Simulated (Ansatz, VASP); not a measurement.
CdO: VASP beside Ansatz

```
Cd O
1.0
     3.32269    0.00000    0.00000
     1.66135    2.87754    0.00000
     1.66135    0.95918    2.71297
Cd O
1 1
Cartesian
  0.0000 0.0000 0.0000
  3.3227 1.9184 1.3565
```

Alike in both runs: task single point; functional BLYP; k mesh 6 × 6 × 6; occupations fermi-dirac, width 0.1 eV; no spin polarisation.

|  | VASP | Ansatz |
| --- | --- | --- |
| version | VASP 6.6.1 | Ansatz 0.2.0 |
| potentials or method | VASP PAW PBE potentials, release 64 (Cd_sv_GW, O) | plane waves, PAW |
| plane-wave cutoff (eV) | 700 | 420 |
| valence electrons in the cell | 26 | 26 |

|  | VASP | Ansatz | Ansatz less VASP |
| --- | --- | --- | --- |
| pressure (GPa) | 11.8 | 11.9 | +0.15 |

VASP's potentials were made for PBE, not for BLYP.

The k mesh is coarse, so the values compare programs but aren't converged.
